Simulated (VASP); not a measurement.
# Cu (Fm-3m) in VASP: further runs

Runs on Cu. Level: PBE. Tasks: single point.

Program: VASP 6.6.1. These are calculated values, not measurements. Logs are shortened: lines on timing, memory, paths and dates and some standing lists are left out, and cuts for length are marked.

### 1 The cell of the first run

The structure is cubic, space group Fm-3m (No. 225). The conventional cell has a = 3.464 Å, b = 3.464 Å, c = 3.464 Å, α = 90.00°, β = 90.00°, γ = 90.00°. Within 3.2 Å of Cu (site symmetry m-3m) lie 12 Cu at 2.45 Å.

### 2 Single point, PBE

INCAR

```
SYSTEM = Cu
ALGO     = Normal         ! electronic algorithm
EDIFF    = 1E-6           ! SCF threshold, eV
ENCUT    = 600            ! plane-wave cutoff, eV
GGA      = PE             ! functional
GGA_COMPAT= .False.      
ISIF     = 2              ! what is computed and relaxed
ISMEAR   = -1             ! smearing method
LASPH    = .True.         ! aspherical terms in the spheres
LCHARG   = .False.        ! write CHGCAR
LREAL    = .False.        ! projectors in reciprocal space
LWAVE    = .False.        ! write WAVECAR
NBANDS   = 12             ! bands
NELM     = 120            ! most SCF steps
PREC     = Accurate       ! precision mode
SIGMA    = 0.1            ! smearing width, eV
```

KPOINTS

```
k-points
0
Gamma
  11 11 11
  0 0 0
```

POSCAR

```
Cu
1.0
    0.0000000000      1.7320982783      1.7320982783
    1.7320982783      0.0000000000      1.7320982783
    1.7320982783      1.7320982783      0.0000000000
Cu
1
Direct
    0.0000000000      0.0000000000      0.0000000000
```

Potentials or basis: VASP PAW PBE potentials, release 64 (Cu).

Command:

```console
$ cat potpaw_PBE.64/Cu/POTCAR > POTCAR
$ mpirun -np 1 vasp_std > vasp.out
```

OUTCAR:

```text
SYSTEM = Cu
   EDIFF = 1E-6
   ENCUT = 600
   GGA = PE
   ISIF = 2
   ISMEAR = -1
   LASPH = .True.
   LREAL = .False.
   NELM = 120
   PREC = Accurate

 ion  position               nearest neighbor table
   1  0.000  0.000  0.000-

  LATTYP: Found a face centered cubic cell.
 ALAT       =     3.4641965566

  Lattice vectors:

 A1 = (   0.0000000000,   1.7320982783,   1.7320982783)
 A2 = (   1.7320982783,   0.0000000000,   1.7320982783)
 A3 = (   1.7320982783,   1.7320982783,   0.0000000000)

Analysis of symmetry for initial positions (statically):
=====================================================================
 Subroutine PRICEL returns:
 Original cell was already a primitive cell.

 Routine SETGRP: Setting up the symmetry group for a
 face centered cubic supercell.

 Subroutine GETGRP returns: Found 48 space group operations
 (whereof 48 operations were pure point group operations)
 out of a pool of 48 trial point group operations.

The static configuration has the point symmetry O_h .

Analysis of symmetry for dynamics (positions and initial velocities):
=====================================================================
 Subroutine PRICEL returns:
 Original cell was already a primitive cell.

 Routine SETGRP: Setting up the symmetry group for a
 face centered cubic supercell.

 Subroutine GETGRP returns: Found 48 space group operations
 (whereof 48 operations were pure point group operations)
 out of a pool of 48 trial point group operations.

The dynamic configuration has the point symmetry O_h .

 Subroutine INISYM returns: Found 48 space group operations
 (whereof 48 operations are pure point group operations),
 and found     1 'primitive' translations

----------------------------------------------------------------------------------------

                                     Primitive cell

  volume of cell :      10.3932

  direct lattice vectors                    reciprocal lattice vectors
     0.000000000  1.732098278  1.732098278    -0.288667223  0.288667223  0.288667223
     1.732098278  0.000000000  1.732098278     0.288667223 -0.288667223  0.288667223
     1.732098278  1.732098278  0.000000000     0.288667223  0.288667223 -0.288667223

  length of vectors
     2.449556877  2.449556877  2.449556877     0.499986297  0.499986297  0.499986297

  position of ions in fractional coordinates (direct lattice)
     0.000000000  0.000000000  0.000000000

  ion indices of the primitive-cell ions
   primitive index   ion index
                 1           1
[... 73 lines left out ...]
   LREAL  =      F    real-space projection
   EDIFFG = 0.1E-04   stopping-criterion for IOM
   NSW    =      0    number of steps for IOM
   IBRION =     -1    ionic relax: 0-MD 1-quasi-New 2-CG
   NFREE  =      0    steps in history (QN), initial steepest desc. (CG)
   ISIF   =      2    stress and relaxation
   ISYM   =      2    0-nonsym 1-usesym 2-fastsym
   POTIM  = 0.5000    time-step for ionic-motion
   TEBEG  =    0.0;   TEEND  =   0.0 temperature during run
   PSTRESS=    0.0 pullay stress
   NELECT =      11.0000    total number of electrons
   NUPDOWN=      -1.0000    fix difference up-down
   EMIN   =  10.00;   EMAX   =-10.00  energy-range for DOS
   EFERMI =   0.00;   METHOD = LEGACY
   ISMEAR =    -1;   SIGMA  =   0.10  broadening in eV -4-tet -1-fermi 0-gaus
   EFERMI_NEDOS =   21; number of points for ismear=-14 and -15
   IALGO  =     38    algorithm
   IMIX   =      4    mixing-type and parameters
     AMIX     =   0.40;   BMIX     =  1.00
     AMIX_MAG =   1.60;   BMIX_MAG =  1.00
  volume/ion in A,a.u.               =      10.39        70.14
  Fermi-wavevector in a.u.,A,eV,Ry     =   1.668360  3.152744 37.870814  2.783426
  Thomas-Fermi vector in A             =   2.754221
   LORBIT       =      0    0 simple, 1 ext, 2 COOP (PROOUT), +10 PAW based schemes
   GGA     = PE    functional components
   LHFCALC =     F    Hartree Fock is set to
   AEXX    =    0.0000 exact exchange contribution
   IVDW    =     0    specifies the selected vdW correction
   LEPSILON=     F    determine dielectric tensor
   LRPA    =     F    only Hartree local field effects (RPA)
 non-spin polarized calculation
  energy-cutoff  :      600.00
  volume of cell :       10.39
 maximum number of plane-waves:       355
   NGX =  9   NGY =  9   NGZ =  9

 number of electron      10.9999989 magnetization

 Free energy of the ion-electron system (eV)
  ---------------------------------------------------
  ext. energy  EPLUGINS =         0.00000000
  ---------------------------------------------------
  free energy    TOTEN  =        -3.61333973 eV

  energy without entropy =       -3.60699899  energy(sigma->0) =       -3.61016936

 E-fermi :   9.3795     XC(G=0): -13.4863

 val. band max:        9.2775677423   @ k =   0.4545   0.2727   0.0000
 cond. band min:       9.4617130089   @ k =   0.4545   0.3636   0.0000
 fundamental gap:      0.1841452666
 Fermi energy:         9.3794853069

 k-point     1 :       0.0000    0.0000    0.0000
  band No.  band energies     occupation
      1      -1.0881      2.00000
      2       5.8251      2.00000
      3       5.8251      2.00000
      4       5.8251      2.00000
      5       6.8272      2.00000
      6       6.8272      2.00000
      7      32.8868      0.00000
      8      36.5531      0.00000
      9      36.5531      0.00000
     10      36.5531      0.00000
     11      39.2279      0.00000
     12      39.2279      0.00000
[... 331 lines left out ...]
 k-point    24 :      -0.1818    0.1818    0.0000
  band No.  band energies     occupation
      1       2.0806      2.00000
      2       5.2551      2.00000
      3       5.8847      2.00000
      4       6.4205      2.00000
      5       6.4301      2.00000
      6       7.5939      2.00000
      7      23.7653      0.00000
      8      24.6437      0.00000
      9      35.0285      0.00000
     10      35.7508      0.00000
     11      38.2810      0.00000
     12      40.9497      0.00000

 [... further k-points ...]
[... 5 lines left out ...]
  --------------------------------------------------------------------------------------
  -------------------------------------------------------------------------------------
  Total        1.8437653      1.8437653      1.8437653      0.0000000     -0.0000000      0.0000000
  in kB      284.2291585    284.2291585    284.2291585      0.0000000     -0.0000000      0.0000000
  external PRESSURE =     284.2291585 kB  Pullay stress =       0.0000000 kB

 VOLUME and BASIS-vectors are now :
 -----------------------------------------------------------------------------
  energy-cutoff  :      600.00
  volume of cell :       10.39
      direct lattice vectors                 reciprocal lattice vectors
     0.000000000  1.732098278  1.732098278    -0.288667223  0.288667223  0.288667223
     1.732098278  0.000000000  1.732098278     0.288667223 -0.288667223  0.288667223
     1.732098278  1.732098278  0.000000000     0.288667223  0.288667223 -0.288667223

 POSITION                                       TOTAL-FORCE (eV/Angst)
 -----------------------------------------------------------------------------------
      0.00000      0.00000      0.00000         0.000000     -0.000000     -0.000000
 -----------------------------------------------------------------------------------
    total drift:                                0.000000      0.000000      0.000000

  FREE ENERGIE OF THE ION-ELECTRON SYSTEM (eV)
  ---------------------------------------------------
  free  energy   TOTEN  =        -3.6133397320 eV

  energy  without entropy=       -3.6069989913  energy(sigma->0) =       -3.61016936
```

OSZICAR:

```text
N       E                     dE             d eps       ncg     rms          rms(c)
DAV:   1     0.442096332349E+02    0.44210E+02   -0.60255E+03  1556   0.181E+03
DAV:   2    -0.328162092650E+01   -0.47491E+02   -0.44143E+02  1376   0.219E+02
DAV:   3    -0.455120621356E+01   -0.12696E+01   -0.12651E+01  1544   0.403E+01
DAV:   4    -0.455844770703E+01   -0.72415E-02   -0.72405E-02  1504   0.270E+00
DAV:   5    -0.455851122731E+01   -0.63520E-04   -0.63520E-04  1632   0.259E-01    0.783E+00
DAV:   6    -0.389902009302E+01    0.65949E+00   -0.12514E+01  1592   0.706E+01    0.311E+00
DAV:   7    -0.363052924324E+01    0.26849E+00   -0.17124E+00  1596   0.259E+01    0.713E-01
DAV:   8    -0.361422047109E+01    0.16309E-01   -0.62604E-03  1808   0.824E-01    0.221E-01
DAV:   9    -0.361333490131E+01    0.88557E-03   -0.49386E-03  1716   0.127E+00    0.259E-02
DAV:  10    -0.361334170310E+01   -0.68018E-05   -0.25095E-05  1644   0.750E-02    0.836E-03
DAV:  11    -0.361333960726E+01    0.20958E-05   -0.12489E-06  1096   0.223E-02    0.270E-04
DAV:  12    -0.361333973196E+01   -0.12470E-06   -0.76398E-08   836   0.307E-03
   1 F= -.36133397E+01 E0= -.36101694E+01  d E =-.634074E-02
```

stdout:

```text
POSCAR found type information on POSCAR Cu
 POSCAR found :  1 types and       1 ions
 scaLAPACK will be used
 LDA part: xc-table for (Slater+PW92), standard interpolation
 POSCAR, INCAR and KPOINTS ok, starting setup
 FFT: planning ... GRIDC
 FFT: planning ... GRID_SOFT
 FFT: planning ... GRID
 WAVECAR not read
 entering main loop
```

Wall time 16 s (1 thread of Intel Xeon 8259CL, shared host); peak memory 0.13 GiB.

Results:

```yaml
Free_energy: -3.6133 eV
Pressure: 28.4 GPa
```

Levels at points of the mesh, in eV from the Fermi level:
| k point | band 4 | band 5 | band 6 | band 7 | band 8 | band 9 |
| --- | --- | --- | --- | --- | --- | --- |
| (0.00, 0.00, 0.00) | -3.55 | -2.55 | -2.55 | 23.51 | 27.17 | 27.17 |

### 3 Single point, PBE

This run uses another cell than the first one, of 10.87 Å³/atom, 1.045 times its volume.

INCAR

```
SYSTEM = Cu
  PREC = Accurate
  ENCUT = 600
  EDIFF = 1E-6
  ISMEAR = -1
  SIGMA = 0.1
  LREAL = .FALSE.
  LASPH = .TRUE.
  NELM = 120
  ALGO = Normal
  ISIF = 2
  LWAVE = .FALSE.
  LCHARG = .FALSE.
  GGA = PE
  NBANDS = 12
  GGA_COMPAT = .FALSE.
```

KPOINTS

```
regular mesh
0
G
  11 11 11
  0 0 0
```

POSCAR

```
Cu
1.0
    0.0000000000      1.7579543034      1.7579543034
    1.7579543034      0.0000000000      1.7579543034
    1.7579543034      1.7579543034      0.0000000000
Cu
1
Direct
    0.0000000000      0.0000000000      0.0000000000
```

Potentials or basis: VASP PAW PBE potentials, release 64 (Cu).

Command:

```console
$ cat potpaw_PBE.64/Cu/POTCAR > POTCAR
$ mpirun -np 1 vasp_std > vasp.out
```

OUTCAR:

```text
SYSTEM = Cu
   PREC = Accurate
   ENCUT = 600
   EDIFF = 1E-6
   ISMEAR = -1
   LREAL = .FALSE.
   LASPH = .TRUE.
   NELM = 120
   ISIF = 2
   GGA = PE

 ion  position               nearest neighbor table
   1  0.000  0.000  0.000-

  LATTYP: Found a face centered cubic cell.
 ALAT       =     3.5159086068

  Lattice vectors:

 A1 = (   0.0000000000,   1.7579543034,   1.7579543034)
 A2 = (   1.7579543034,   0.0000000000,   1.7579543034)
 A3 = (   1.7579543034,   1.7579543034,   0.0000000000)

Analysis of symmetry for initial positions (statically):
=====================================================================
 Subroutine PRICEL returns:
 Original cell was already a primitive cell.

 Routine SETGRP: Setting up the symmetry group for a
 face centered cubic supercell.

 Subroutine GETGRP returns: Found 48 space group operations
 (whereof 48 operations were pure point group operations)
 out of a pool of 48 trial point group operations.

The static configuration has the point symmetry O_h .

Analysis of symmetry for dynamics (positions and initial velocities):
=====================================================================
 Subroutine PRICEL returns:
[... 159 lines left out ...]
 Fermi energy:         8.7595625994

 k-point     1 :       0.0000    0.0000    0.0000
  band No.  band energies     occupation
      1      -1.3397      2.00000
      2       5.3638      2.00000
      3       5.3638      2.00000
      4       5.3638      2.00000
      5       6.2991      2.00000
      6       6.2991      2.00000
      7      31.9227      0.00000
      8      35.2276      0.00000
      9      35.2276      0.00000
     10      35.2276      0.00000
     11      37.8181      0.00000
     12      37.8181      0.00000
[... 331 lines left out ...]
 k-point    24 :      -0.1818    0.1818    0.0000
  band No.  band energies     occupation
      1       1.7407      2.00000
      2       4.8344      2.00000
      3       5.4230      2.00000
      4       5.9208      2.00000
      5       5.9310      2.00000
      6       7.0174      2.00000
      7      22.7427      0.00000
      8      23.5760      0.00000
      9      33.8195      0.00000
     10      34.3877      0.00000
     11      37.0425      0.00000
     12      39.5478      0.00000

 [... further k-points ...]
[... 5 lines left out ...]
  --------------------------------------------------------------------------------------
  -------------------------------------------------------------------------------------
  Total        1.1886403      1.1886403      1.1886403     -0.0000000     -0.0000000      0.0000000
  in kB      175.2702892    175.2702892    175.2702892     -0.0000000     -0.0000000      0.0000000
  external PRESSURE =     175.2702892 kB  Pullay stress =       0.0000000 kB

 VOLUME and BASIS-vectors are now :
 -----------------------------------------------------------------------------
  energy-cutoff  :      600.00
  volume of cell :       10.87
      direct lattice vectors                 reciprocal lattice vectors
     0.000000000  1.757954303  1.757954303    -0.284421500  0.284421500  0.284421500
     1.757954303  0.000000000  1.757954303     0.284421500 -0.284421500  0.284421500
     1.757954303  1.757954303  0.000000000     0.284421500  0.284421500 -0.284421500

 POSITION                                       TOTAL-FORCE (eV/Angst)
 -----------------------------------------------------------------------------------
      0.00000      0.00000      0.00000        -0.000000      0.000000      0.000000
 -----------------------------------------------------------------------------------
    total drift:                                0.000000      0.000000      0.000000

  FREE ENERGIE OF THE ION-ELECTRON SYSTEM (eV)
  ---------------------------------------------------
  free  energy   TOTEN  =        -3.6804715091 eV

  energy  without entropy=       -3.6737796869  energy(sigma->0) =       -3.67712560
```

Run time: 16 s. Hardware: 1 thread of Intel Xeon 8259CL, shared host; peak memory 0.13 GiB.

What came out:

* Free energy: -3.6805 eV
* Pressure: 17.5 GPa

Levels at points of the mesh, in eV from the Fermi level:
| k point | band 4 | band 5 | band 6 | band 7 | band 8 | band 9 |
| --- | --- | --- | --- | --- | --- | --- |
| (0.00, 0.00, 0.00) | -3.40 | -2.46 | -2.46 | 23.16 | 26.47 | 26.47 |
